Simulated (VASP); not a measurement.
# PbO (F-43m) in VASP: further runs

Runs on PbO. Level: PBE. Tasks: relaxation of cell and atoms, single point.

All numbers are computed with VASP 6.6.1; they aren't measurements. Logs are shortened: lines on timing, memory, paths and dates and some standing lists are left out, and cuts for length are marked.

## Step 1: The cell of the first run

Symmetry: F-43m, No. 216, cubic system. Conventional cell: a = 5.837 Å, b = 5.837 Å, c = 5.837 Å, α = 90.00°, β = 90.00°, γ = 90.00°. Pb (site symmetry -43m) has 4 O at 2.53 Å within 3.3 Å. O (site symmetry -43m) has 4 Pb at 2.53 Å within 3.3 Å.

## Step 2: Relaxation of cell and atoms, PBE

INCAR

```
SYSTEM = PbO
ALGO = Normal
EDIFF = 1E-7
EDIFFG = -0.04
ENCUT = 600
GGA = PE
IBRION = 2
ISIF = 3
ISMEAR = 0
LASPH = .True.
LCHARG = .False.
LREAL = .False.
LWAVE = .False.
NELM = 60
NSW = 90
PREC = Accurate
SIGMA = 0.1
```

KPOINTS

```
k-points
0
Gamma
  6 6 6
  0 0 0
```

POSCAR

```
PbO
1.0
    0.0000000000      2.9186235036      2.9186235036
    2.9186235036      0.0000000000      2.9186235036
    2.9186235036      2.9186235036      0.0000000000
Pb O
1 1
Direct
    0.0000000000      0.0000000000      0.0000000000
    0.7500000000      0.7500000000      0.7500000000
```

Potentials or basis: VASP PAW PBE potentials, release 64 (Pb_d, O).

On the command line:

```
$ cat potpaw_PBE.64/Pb_d/POTCAR potpaw_PBE.64/O/POTCAR > POTCAR
$ mpirun -np 1 vasp_std > vasp.out
```

OUTCAR:

```text
SYSTEM = PbO
   EDIFF = 1E-7
   EDIFFG = -0.04
   ENCUT = 600
   GGA = PE
   IBRION = 2
   ISIF = 3
   ISMEAR = 0
   LASPH = .True.
   LREAL = .False.
   NELM = 60
   NSW = 90
   PREC = Accurate

 ion  position               nearest neighbor table
   1  0.000  0.000  0.000-   2 2.53   2 2.53   2 2.53   2 2.53
   2  0.750  0.750  0.750-   1 2.53   1 2.53   1 2.53   1 2.53

  LATTYP: Found a face centered cubic cell.
 ALAT       =     5.8372470072

  Lattice vectors:

 A1 = (   0.0000000000,   2.9186235036,   2.9186235036)
 A2 = (   2.9186235036,   0.0000000000,   2.9186235036)
 A3 = (   2.9186235036,   2.9186235036,   0.0000000000)

Analysis of symmetry for initial positions (statically):
=====================================================================
 Subroutine PRICEL returns:
 Original cell was already a primitive cell.

 Routine SETGRP: Setting up the symmetry group for a
 face centered cubic supercell.

 Subroutine GETGRP returns: Found 24 space group operations
 (whereof 24 operations were pure point group operations)
 out of a pool of 48 trial point group operations.

The static configuration has the point symmetry T_d .

Analysis of symmetry for dynamics (positions and initial velocities):
=====================================================================
 Subroutine PRICEL returns:
 Original cell was already a primitive cell.

 Routine SETGRP: Setting up the symmetry group for a
 face centered cubic supercell.

 Subroutine GETGRP returns: Found 24 space group operations
 (whereof 24 operations were pure point group operations)
 out of a pool of 48 trial point group operations.

The dynamic configuration has the point symmetry T_d .

 Subroutine INISYM returns: Found 24 space group operations
 (whereof 24 operations are pure point group operations),
 and found     1 'primitive' translations

----------------------------------------------------------------------------------------

                                     Primitive cell

  volume of cell :      49.7238

  direct lattice vectors                    reciprocal lattice vectors
     0.000000000  2.918623504  2.918623504    -0.171313634  0.171313634  0.171313634
     2.918623504  0.000000000  2.918623504     0.171313634 -0.171313634  0.171313634
     2.918623504  2.918623504  0.000000000     0.171313634  0.171313634 -0.171313634

  length of vectors
     4.127556942  4.127556942  4.127556942     0.296723919  0.296723919  0.296723919

  position of ions in fractional coordinates (direct lattice)
     0.000000000  0.000000000  0.000000000
     0.750000000  0.750000000  0.750000000

  ion indices of the primitive-cell ions
   primitive index   ion index
                 1           1
                 2           2

----------------------------------------------------------------------------------------

 KPOINTS: k-points

Automatic generation of k-mesh.
 Grid dimensions read from file:
 generate k-points for:    6    6    6

 Generating k-lattice:

  Cartesian coordinates                     Fractional coordinates (reciprocal lattice)
    -0.028552272  0.028552272  0.028552272     0.166666667  0.000000000  0.000000000
     0.028552272 -0.028552272  0.028552272     0.000000000  0.166666667  0.000000000
     0.028552272  0.028552272 -0.028552272     0.000000000  0.000000000  0.166666667

  Length of vectors
     0.049453986  0.049453986  0.049453986

  Shift w.r.t. Gamma in fractional coordinates (k-lattice)
     0.000000000  0.000000000  0.000000000

 Subroutine IBZKPT returns following result:
 ===========================================

 Found     16 irreducible k-points:

 Following reciprocal coordinates:
            Coordinates               Weight
  0.000000  0.000000  0.000000      1.000000
  0.166667  0.000000  0.000000      8.000000
  0.333333  0.000000  0.000000      8.000000
  0.500000  0.000000  0.000000      4.000000
  0.166667  0.166667  0.000000      6.000000
  0.333333  0.166667  0.000000     24.000000
[... 8 lines left out ...]
 -0.333333  0.333333  0.166667     24.000000
 -0.333333  0.500000  0.166667     12.000000
   k-points           NKPTS =     16   k-points in BZ     NKDIM =     16   number of bands    NBANDS=     14
   number of dos      NEDOS =    301   number of ions     NIONS =      2
   total plane-waves  NPLWV =  46656
   dimension x,y,z NGX =    36 NGY =   36 NGZ =   36
   dimension x,y,z NGXF=    72 NGYF=   72 NGZF=   72
   ions per type =               1   1
   NGX,Y,Z   is equivalent  to a cutoff of  14.50, 14.50, 14.50 a.u.
   NGXF,Y,Z  is equivalent  to a cutoff of  29.00, 29.00, 29.00 a.u.
 SYSTEM =  PbO
   PREC   = accura    normal or accurate (medium, high low for compatibility)
   ISTART =      0    job   : 0-new  1-cont  2-samecut
   ICHARG =      2    charge: 1-file 2-atom 10-const
   ISPIN  =      1    spin polarized calculation?
   LNONCOLLINEAR =      F non collinear calculations
   LSORBIT =      F    spin-orbit coupling
   LASPH  =      T    aspherical Exc in radial PAW
   ENCUT  =  600.0 eV  44.10 Ry    6.64 a.u.   8.24  8.24  8.24*2*pi/ulx,y,z
   NELM   =     60;   NELMIN=  2; NELMDL= -5     # of ELM steps
   EDIFF  = 0.1E-06   stopping-criterion for ELM
   LREAL  =      F    real-space projection
   EDIFFG = -.4E-01   stopping-criterion for IOM
   NSW    =     90    number of steps for IOM
   IBRION =      2    ionic relax: 0-MD 1-quasi-New 2-CG
   NFREE  =      1    steps in history (QN), initial steepest desc. (CG)
   ISIF   =      3    stress and relaxation
   ISYM   =      2    0-nonsym 1-usesym 2-fastsym
   POTIM  = 0.5000    time-step for ionic-motion
   TEBEG  =    0.0;   TEEND  =   0.0 temperature during run
   PSTRESS=    0.0 pullay stress
   NELECT =      20.0000    total number of electrons
   NUPDOWN=      -1.0000    fix difference up-down
   EMIN   =  10.00;   EMAX   =-10.00  energy-range for DOS
   EFERMI =   0.00;   METHOD = LEGACY
   ISMEAR =     0;   SIGMA  =   0.10  broadening in eV -4-tet -1-fermi 0-gaus
   EFERMI_NEDOS =   21; number of points for ismear=-14 and -15
   IALGO  =     38    algorithm
   IMIX   =      4    mixing-type and parameters
     AMIX     =   0.40;   BMIX     =  1.00
     AMIX_MAG =   1.60;   BMIX_MAG =  1.00
  volume/ion in A,a.u.               =      24.86       167.78
  Fermi-wavevector in a.u.,A,eV,Ry     =   1.208454  2.283647 19.869415  1.460361
  Thomas-Fermi vector in A             =   2.344061
   LORBIT       =      0    0 simple, 1 ext, 2 COOP (PROOUT), +10 PAW based schemes
   GGA     = PE    functional components
   LHFCALC =     F    Hartree Fock is set to
   AEXX    =    0.0000 exact exchange contribution
   IVDW    =     0    specifies the selected vdW correction
   LEPSILON=     F    determine dielectric tensor
   LRPA    =     F    only Hartree local field effects (RPA)
 conjugate gradient relaxation of ions
 non-spin polarized calculation
 Gauss-broadening in eV      SIGMA  =   0.10
  energy-cutoff  :      600.00
  volume of cell :       49.72
 maximum number of plane-waves:      1676
 NGX is ok and might be reduce to    36
   NGX = 17   NGY = 17   NGZ = 17

--------------------------------------- Ionic step        1  -------------------------------------------

 number of electron      20.0000000 magnetization

 Free energy of the ion-electron system (eV)
  ---------------------------------------------------
  ext. energy  EPLUGINS =         0.00000000
  ---------------------------------------------------
  free energy    TOTEN  =       -10.29111965 eV

  energy without entropy =      -10.29111965  energy(sigma->0) =      -10.29111965

------------------------ aborting loop because EDIFF is reached ----------------------------------------

  FORCE on cell =-STRESS in cart. coord.  units (eV):
  Direction    XX          YY          ZZ          XY          YZ          ZX
  --------------------------------------------------------------------------------------
  -------------------------------------------------------------------------------------
  Total       -1.4657813     -1.4657813     -1.4657813     -0.0000000      0.0000000      0.0000000
  in kB      -47.2297371    -47.2297371    -47.2297371     -0.0000000      0.0000000      0.0000000
  external PRESSURE =     -47.2297371 kB  Pullay stress =       0.0000000 kB

 VOLUME and BASIS-vectors are now :
 -----------------------------------------------------------------------------
  energy-cutoff  :      600.00
  volume of cell :       49.72
      direct lattice vectors                 reciprocal lattice vectors
     0.000000000  2.918623504  2.918623504    -0.171313634  0.171313634  0.171313634
     2.918623504  0.000000000  2.918623504     0.171313634 -0.171313634  0.171313634
     2.918623504  2.918623504  0.000000000     0.171313634  0.171313634 -0.171313634
[... 37 lines left out ...]
 POSITION                                       TOTAL-FORCE (eV/Angst)
 -----------------------------------------------------------------------------------
      5.63086      5.63086      5.63086         0.000000      0.000000      0.000000
      4.22315      4.22315      4.22315        -0.000000     -0.000000     -0.000000
 -----------------------------------------------------------------------------------
    total drift:                                0.000000      0.000000      0.000000

  FREE ENERGIE OF THE ION-ELECTRON SYSTEM (eV)
  ---------------------------------------------------
  free  energy   TOTEN  =       -10.3581083863 eV

  energy  without entropy=      -10.3581047932  energy(sigma->0) =      -10.35810659

--------------------------------------- Ionic step        3  -------------------------------------------

 number of electron      20.0000001 magnetization

 Free energy of the ion-electron system (eV)
  ---------------------------------------------------
  ext. energy  EPLUGINS =         0.00000000
  ---------------------------------------------------
  free energy    TOTEN  =       -10.36059403 eV

  energy without entropy =      -10.36059286  energy(sigma->0) =      -10.36059345

 E-fermi :   4.5646     XC(G=0):  -9.1642

 val. band max:        4.2721690689   @ k =  -0.3333   0.5000   0.1667
 cond. band min:       4.8337751643   @ k =   0.5000   0.5000   0.0000
 fundamental gap:      0.5616060954
 Fermi energy:         4.5646465362

 k-point     1 :       0.0000    0.0000    0.0000
  band No.  band energies     occupation
      1     -13.1001      2.00000
      2     -12.0358      2.00000
      3     -12.0358      2.00000
      4     -12.0358      2.00000
      5     -11.9532      2.00000
      6     -11.9532      2.00000
      7      -2.5117      2.00000
      8       2.1906      2.00000
      9       2.1906      2.00000
     10       2.1906      2.00000
     11       9.4950      0.00000
     12       9.4950      0.00000
     13       9.4950      0.00000
     14      12.3015      0.00000

 k-point     2 :       0.1667    0.0000    0.0000
  band No.  band energies     occupation
      1     -13.1512      2.00000
      2     -12.0228      2.00000
      3     -12.0228      2.00000
      4     -11.9517      2.00000
      5     -11.9517      2.00000
      6     -11.8671      2.00000
      7      -2.7119      2.00000
      8       2.0720      2.00000
      9       2.0720      2.00000
     10       2.2634      2.00000
[... 262 lines left out ...]
 POSITION                                       TOTAL-FORCE (eV/Angst)
 -----------------------------------------------------------------------------------
      0.00000      0.00000      0.00000        -0.000000     -0.000000     -0.000000
      4.24623      4.24623      4.24623         0.000000      0.000000      0.000000
 -----------------------------------------------------------------------------------
    total drift:                                0.000000      0.000000      0.000000

  FREE ENERGIE OF THE ION-ELECTRON SYSTEM (eV)
  ---------------------------------------------------
  free  energy   TOTEN  =       -10.3605940273 eV

  energy  without entropy=      -10.3605928628  energy(sigma->0) =      -10.36059345

 reached required accuracy - stopping structural energy minimisation
```

Wall time 26 s (1 thread of Intel Xeon 6975P-C (Granite Rapids), shared host); peak memory 0.21 GiB.

What came out:

```yaml
Free_energy: -10.3606 eV
Relaxed_volume: 22.68 Å³/atom
Relaxed_cell: a = 4.003 Å, b = 4.003 Å, c = 4.003 Å, α = 60.00°, β = 60.00°, γ = 60.00°
Space_group_after_relaxing_to_0.1_Å: F-43m (No. 216)
Energy_gained_by_relaxing: 34.7 meV/atom
Ionic_steps: 3
Pressure_after_relaxing: 0.0 GPa
Band_gap_on_the_k_mesh: 0.56 eV (least direct gap 0.70 eV)
```

The path:
```
step  energy change (eV)  largest force (eV/Å)  pressure (GPa)  volume (Å³)
   1              0.0000                0.0000           -4.72        49.72
   2             -0.0670                0.0000            1.08        44.63
   3             -0.0695                0.0000            0.02        45.37
```

Final structure:
```
Pb O
1.0
     0.00000    2.83082    2.83082
     2.83082    0.00000    2.83082
     2.83082    2.83082    0.00000
Pb O
1 1
Direct
  0.00000 0.00000 0.00000
  0.75000 0.75000 0.75000
```

Caveat: spin-orbit coupling is left out, which moves the levels of the heavy elements.

## Step 3: Single point, PBE

This run uses another cell than the first one, of 22.72 Å³/atom.

INCAR

```
  ALGO = Normal
  EDIFF = 1E-6
  ENCUT = 520
  GGA = PE
  ISIF = 2
  ISMEAR = 0
  LASPH = True
  LCHARG = True
  LELF = True
  LREAL = False
  LVHAR = True
  LWAVE = False
  NBANDS = 17
  NELM = 100
  PREC = Accurate
  SIGMA = 0.02
```

KPOINTS

```
k-points
0
Gamma
  12 12 12
```

POSCAR

```
PbO
1.0
    0.0000000000      2.8320848751      2.8320848751
    2.8320848751      0.0000000000      2.8320848751
    2.8320848751      2.8320848751      0.0000000000
Pb O
1 1
Direct
    0.0000000000      0.0000000000      0.0000000000
    0.2500000000      0.2500000000      0.2500000000
```

Potentials or basis: VASP PAW PBE potentials, release 64 (Pb_d, O).

On the command line:

```
$ cat potpaw_PBE.64/Pb_d/POTCAR potpaw_PBE.64/O/POTCAR > POTCAR
$ mpirun -np 1 vasp_std > vasp.out
```

Run time: 30 s. Hardware: 1 thread of Intel Xeon 6975P-C (Granite Rapids), shared host; peak memory 0.2 GiB.

Results (log left out):

- Free energy: -10.3551 eV
- Pressure: 0.0 GPa
- Band gap on the k mesh: 0.52 eV (least direct gap 0.70 eV)

Levels at points of the mesh, in eV from the valence-band top:
| k point | band 6 | band 7 | band 8 | band 9 | band 10 | band 11 | band 12 | band 13 | band 14 | band 15 |
| --- | --- | --- | --- | --- | --- | --- | --- | --- | --- | --- |
| (0.00, 0.00, 0.00) | -16.27 | -6.83 | -2.12 | -2.12 | -2.12 | 5.18 | 5.18 | 5.18 | 7.98 | 12.05 |
| (0.50, 0.00, 0.00) | -15.64 | -7.72 | -2.56 | -2.56 | -2.14 | 2.45 | 5.38 | 5.38 | 8.71 | 11.73 |
| (0.50, 0.50, 0.00) | -15.50 | -7.72 | -3.30 | -3.30 | -0.18 | 0.52 | 5.76 | 5.76 | 6.42 | 10.80 |

Caveat: spin-orbit coupling is left out, which moves the levels of the heavy elements.

[end of part 1 of 2]
